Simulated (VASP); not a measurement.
# TePb (Fm-3m) in VASP: single point with PBE

Aim: the single point of TePb with PBE.

All numbers are computed with VASP 6.6.1; they aren't measurements. Logs are shortened: lines on timing, memory, paths and dates and some standing lists are left out, and cuts for length are marked.

## (1) The cell of the first run

The structure is cubic, space group Fm-3m (No. 225). Conventional cell: a = 6.167 Å, b = 6.167 Å, c = 6.167 Å, α = 90.00°, β = 90.00°, γ = 90.00°. Pb (site symmetry m-3m) has 6 Te at 3.08 Å within 4.1 Å. Within 4.1 Å of Te (site symmetry m-3m) lie 6 Pb at 3.08 Å.

## (2) Single point, PBE (S replaced by Te, lengths x 1.079, strained)

Contents of INCAR:

```
SYSTEM = TePb
PREC = Accurate ; ENCUT = 520
EDIFF = 1E-6 ; ISMEAR = 0
SIGMA = 0.02 ; LREAL = .FALSE.
LASPH = .TRUE. ; NELM = 60
ALGO = Normal ; ISIF = 2
LWAVE = .FALSE. ; LCHARG = .FALSE.
GGA = PE ; NBANDS = 17
```

Contents of KPOINTS:

```
regular mesh
0
G
  10 10 10
  0 0 0
```

Contents of POSCAR:

```
TePb
1.0
    0.0000000000      3.0835083803      3.0835083803
    3.0835083803      0.0000000000      3.0835083803
    3.0835083803      3.0835083803      0.0000000000
Pb Te
1 1
Direct
    0.0000000000      0.0000000000      0.0000000000
    0.5000000000      0.5000000000      0.5000000000
```

Potentials or basis: VASP PAW PBE potentials, release 64 (Pb_d, Te).

The run is started by

```sh
cat potpaw_PBE.64/Pb_d/POTCAR potpaw_PBE.64/Te/POTCAR > POTCAR
mpirun -np 1 vasp_std > vasp.out
```

OUTCAR:

```text
SYSTEM = TePb
   PREC = Accurate
   ENCUT = 520
   EDIFF = 1E-6
   ISMEAR = 0
   LREAL = .FALSE.
   LASPH = .TRUE.
   NELM = 60
   ISIF = 2
   GGA = PE

 ion  position               nearest neighbor table
   1  0.000  0.000  0.000-   2 3.08   2 3.08   2 3.08   2 3.08   2 3.08   2 3.08
   2  0.500  0.500  0.500-   1 3.08   1 3.08   1 3.08   1 3.08   1 3.08   1 3.08

  LATTYP: Found a face centered cubic cell.
 ALAT       =     6.1670167606

  Lattice vectors:

 A1 = (   0.0000000000,   3.0835083803,   3.0835083803)
 A2 = (   3.0835083803,   0.0000000000,   3.0835083803)
 A3 = (   3.0835083803,   3.0835083803,   0.0000000000)

Analysis of symmetry for initial positions (statically):
=====================================================================
 Subroutine PRICEL returns:
 Original cell was already a primitive cell.

 Routine SETGRP: Setting up the symmetry group for a
 face centered cubic supercell.

 Subroutine GETGRP returns: Found 48 space group operations
 (whereof 48 operations were pure point group operations)
 out of a pool of 48 trial point group operations.

The static configuration has the point symmetry O_h .

Analysis of symmetry for dynamics (positions and initial velocities):
=====================================================================
 Subroutine PRICEL returns:
 Original cell was already a primitive cell.

 Routine SETGRP: Setting up the symmetry group for a
 face centered cubic supercell.

 Subroutine GETGRP returns: Found 48 space group operations
 (whereof 48 operations were pure point group operations)
 out of a pool of 48 trial point group operations.

The dynamic configuration has the point symmetry O_h .

 Subroutine INISYM returns: Found 48 space group operations
 (whereof 48 operations are pure point group operations),
 and found     1 'primitive' translations

----------------------------------------------------------------------------------------

                                     Primitive cell

  volume of cell :      58.6361

  direct lattice vectors                    reciprocal lattice vectors
     0.000000000  3.083508380  3.083508380    -0.162152956  0.162152956  0.162152956
     3.083508380  0.000000000  3.083508380     0.162152956 -0.162152956  0.162152956
     3.083508380  3.083508380  0.000000000     0.162152956  0.162152956 -0.162152956

[... 73 lines left out ...]
 SYSTEM =  TePb
   PREC   = accura    normal or accurate (medium, high low for compatibility)
   ISTART =      0    job   : 0-new  1-cont  2-samecut
   ICHARG =      2    charge: 1-file 2-atom 10-const
   ISPIN  =      1    spin polarized calculation?
   LNONCOLLINEAR =      F non collinear calculations
   LSORBIT =      F    spin-orbit coupling
   LASPH  =      T    aspherical Exc in radial PAW
   ENCUT  =  520.0 eV  38.22 Ry    6.18 a.u.   8.11  8.11  8.11*2*pi/ulx,y,z
   NELM   =     60;   NELMIN=  2; NELMDL= -5     # of ELM steps
   EDIFF  = 0.1E-05   stopping-criterion for ELM
   LREAL  =      F    real-space projection
   EDIFFG = 0.1E-04   stopping-criterion for IOM
   NSW    =      0    number of steps for IOM
   IBRION =     -1    ionic relax: 0-MD 1-quasi-New 2-CG
   NFREE  =      0    steps in history (QN), initial steepest desc. (CG)
   ISIF   =      2    stress and relaxation
   ISYM   =      2    0-nonsym 1-usesym 2-fastsym
   POTIM  = 0.5000    time-step for ionic-motion
   TEBEG  =    0.0;   TEEND  =   0.0 temperature during run
   PSTRESS=    0.0 pullay stress
   NELECT =      20.0000    total number of electrons
   NUPDOWN=      -1.0000    fix difference up-down
   EMIN   =  10.00;   EMAX   =-10.00  energy-range for DOS
   EFERMI =   0.00;   METHOD = LEGACY
   ISMEAR =     0;   SIGMA  =   0.02  broadening in eV -4-tet -1-fermi 0-gaus
   EFERMI_NEDOS =   21; number of points for ismear=-14 and -15
   IALGO  =     38    algorithm
   IMIX   =      4    mixing-type and parameters
     AMIX     =   0.40;   BMIX     =  1.00
     AMIX_MAG =   1.60;   BMIX_MAG =  1.00
  volume/ion in A,a.u.               =      29.32       197.85
  Fermi-wavevector in a.u.,A,eV,Ry     =   1.143834  2.161533 17.801269  1.308356
  Thomas-Fermi vector in A             =   2.280528
   LORBIT       =      0    0 simple, 1 ext, 2 COOP (PROOUT), +10 PAW based schemes
   GGA     = PE    functional components
   LHFCALC =     F    Hartree Fock is set to
   AEXX    =    0.0000 exact exchange contribution
   IVDW    =     0    specifies the selected vdW correction
   LEPSILON=     F    determine dielectric tensor
   LRPA    =     F    only Hartree local field effects (RPA)
 non-spin polarized calculation
 Gauss-broadening in eV      SIGMA  =   0.02
  energy-cutoff  :      520.00
  volume of cell :       58.64
 maximum number of plane-waves:      1596
   NGX = 17   NGY = 17   NGZ = 17

 number of electron      19.9999994 magnetization

 Free energy of the ion-electron system (eV)
  ---------------------------------------------------
  ext. energy  EPLUGINS =         0.00000000
  ---------------------------------------------------
  free energy    TOTEN  =        -7.16368223 eV

  energy without entropy =       -7.16368223  energy(sigma->0) =       -7.16368223

 E-fermi :   7.8232     XC(G=0):  -9.9475

 val. band max:        7.6487110443   @ k =   0.5000   0.0000   0.0000
 cond. band min:       8.0182543109   @ k =   0.5000   0.0000   0.0000
 fundamental gap:      0.3695432666
 Fermi energy:         7.8231694306

 k-point     1 :       0.0000    0.0000    0.0000
  band No.  band energies     occupation
      1      -9.4473      2.00000
      2      -9.4473      2.00000
      3      -9.4252      2.00000
      4      -9.4252      2.00000
      5      -9.4252      2.00000
      6      -5.7229      2.00000
[... 457 lines left out ...]
      4      -9.3912      2.00000
      5      -9.3892      2.00000
      6      -4.1018      2.00000
[... 9 lines left out ...]
     16      17.3665      0.00000
     17      17.8718      0.00000

 [... further k-points ...]
[... 5 lines left out ...]
  --------------------------------------------------------------------------------------
  -------------------------------------------------------------------------------------
  Total        4.0770726      4.0770726      4.0770726      0.0000000      0.0000000     -0.0000000
  in kB      111.4021657    111.4021657    111.4021657      0.0000000      0.0000000     -0.0000000
  external PRESSURE =     111.4021657 kB  Pullay stress =       0.0000000 kB

 VOLUME and BASIS-vectors are now :
 -----------------------------------------------------------------------------
  energy-cutoff  :      520.00
  volume of cell :       58.64
      direct lattice vectors                 reciprocal lattice vectors
     0.000000000  3.083508380  3.083508380    -0.162152956  0.162152956  0.162152956
     3.083508380  0.000000000  3.083508380     0.162152956 -0.162152956  0.162152956
     3.083508380  3.083508380  0.000000000     0.162152956  0.162152956 -0.162152956

 POSITION                                       TOTAL-FORCE (eV/Angst)
 -----------------------------------------------------------------------------------
      0.00000      0.00000      0.00000         0.000000      0.000000      0.000000
      3.08351      3.08351      3.08351         0.000000      0.000000     -0.000000
 -----------------------------------------------------------------------------------
    total drift:                                0.000000     -0.000000     -0.000000

  FREE ENERGIE OF THE ION-ELECTRON SYSTEM (eV)
  ---------------------------------------------------
  free  energy   TOTEN  =        -7.1636822323 eV

  energy  without entropy=       -7.1636822323  energy(sigma->0) =       -7.16368223
```

Wall time 12 s (1 thread of Intel Xeon 6975P-C (Granite Rapids), shared host); peak memory 0.2 GiB.

What came out:

```
Free energy            : -7.1637 eV
Pressure               : 11.1 GPa
Band gap on the k mesh : 0.37 eV, direct
```

Caveat: the cell differs from its parent crystal (S replaced by Te, lengths x 1.079, strained); spin-orbit coupling is left out, which moves the levels of the heavy elements.
